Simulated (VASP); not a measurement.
Write the native input for VASP 6.6.1 that does the following.

```
Task                   : single point
Functional             : PBE
Potentials or basis    : VASP PAW PBE potentials, release 64 (Te)
Cutoff                 : 520 eV
k mesh                 : 12 × 12 × 6
Occupations            : gaussian, width 0.01 eV
Spin                   : no spin polarisation
Dipole correction      : no
Further INCAR settings : ALGO = Normal; EDIFF = 1e-07; NBANDS = 16
```

The structure of Te lies in POSCAR:

```
Te
1.0
    4.4505729665      0.0000000000      0.0000000000
   -2.2252864832      3.8543092504      0.0000000000
    0.0000000000      0.0000000000      5.9555602271
Te
3
Direct
    0.2741678434      0.0000000000      0.3333333333
    0.0000000000      0.2741678434      0.6666666667
    0.7258321566      0.7258321566      0.0000000000
```

One way to write it, as run:

INCAR

```
SYSTEM = Te
ALGO = Normal
EDIFF = 1E-7
ENCUT = 520
GGA = PE
ISIF = 2
ISMEAR = 0
LASPH = .True.
LCHARG = .False.
LREAL = .False.
LWAVE = .False.
NBANDS = 16
NELM = 100
PREC = Accurate
SIGMA = 0.01
```

KPOINTS

```
k-points
0
Gamma
  12 12 6
  0 0 0
```

Potentials or basis: VASP PAW PBE potentials, release 64 (Te).

Launch:

```console
$ cat potpaw_PBE.64/Te/POTCAR > POTCAR
$ mpirun -np 1 vasp_std > vasp.out
```

It gave:

- Pressure: 0.6 GPa
- Largest force: 0.008 eV/Å
- Band gap on the k mesh: 0.15 eV

Caveat: spin-orbit coupling is left out, which moves the levels of the heavy elements.

Wall time 66 s on 1 thread of Intel(R) Xeon(R) 6975P-C (Granite Rapids), with other jobs on the host, peak memory 0.31 GiB.
